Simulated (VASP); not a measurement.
Here is a VASP 6.6.1 calculation.

File INCAR:

```
PREC = Accurate
ENCUT = 520
EDIFF = 1E-8
ISMEAR = -1
SIGMA = 0.01
LREAL = False
LASPH = True
NELM = 60
ALGO = Normal
ISIF = 2
LWAVE = False
LCHARG = False
GGA = PS
LEFG = True
NBANDS = 24
```

The input KPOINTS:

```
Automatic mesh
0
Gamma
  9 9 5
```

Contents of POSCAR:

```
TaN
1.0
    3.0480019786      0.0152400099      0.0152400099
   -1.5108027536      2.6320271392      0.0055782308
    0.0245900000      0.0245900000      4.9180000000
Ta N
2 2
Direct
    0.0000000000      0.0000000000      0.0000000000
    0.0000000000      0.0000000000      0.5000000000
    0.3333333333      0.6666666667      0.2500000000
    0.6666666667      0.3333333333      0.7500000000
```

Potentials or basis: VASP PAW PBE potentials, release 64 (Ta_pv, N).

Command:

```bash
$ cat potpaw_PBE.64/Ta_pv/POTCAR potpaw_PBE.64/N/POTCAR > POTCAR
$ mpirun -np 1 vasp_std > vasp.out
```

(1) What does it give for the band gap on the k mesh?

(2) Estimate the pressure.

(3) Predict the largest force.

Results:

(1) zero (bands 16 and 17 overlap by 2.53 eV).

(2) 50.2 GPa.

(3) 0.208 eV/Å.

Caveat: the cell differs from its parent crystal (equal xy, yz and zx shear strains of +1 %); the cell stands under pressure; without QUAD_EFG the Cq values of the log hold for a quadrupole moment of 1 mb, not for the nuclei; the PAW data sets were made with another functional, which shifts forces and pressure a little; spin-orbit coupling is left out, which moves the levels of the heavy elements.
